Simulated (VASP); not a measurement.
Input of a VASP 6.6.1 run:

File INCAR:

```
SYSTEM = Tl
ALGO = Normal
EDIFF = 1E-6
EDIFFG = -0.005
ENCUT = 600
GGA = CA
IBRION = 2
ISIF = 3
ISMEAR = -1
LASPH = .TRUE.
LCHARG = .FALSE.
LREAL = .FALSE.
LWAVE = .FALSE.
NELM = 100
NSW = 45
PREC = Accurate
SIGMA = 0.05
```

KPOINTS

```
k-points
0
G
  15 15 15
  0 0 0
```

File POSCAR:

```
Tl
1.0
   -1.8961139409      1.8961139409      1.8961139409
    1.8961139409     -1.8961139409      1.8961139409
    1.8961139409      1.8961139409     -1.8961139409
Tl
1
Direct
    0.0000000000      0.0000000000      0.0000000000
```

Potentials or basis: VASP PAW LDA potentials, release 64 (Tl_d).

Command:

```console
$ cat potpaw_LDA.64/Tl_d/POTCAR > POTCAR
$ mpirun -np 1 vasp_std > vasp.out
```

(1) What does it give for the relaxed volume?

(2) What does it give for the relaxed cell?

(3) Estimate the space group after relaxing (to 0.05 Å).

Answers

(1) 27.36 Å³/atom.

(2) a = 3.288 Å, b = 3.288 Å, c = 3.288 Å, α = 109.47°, β = 109.47°, γ = 109.47°.

(3) Im-3m (No. 229).
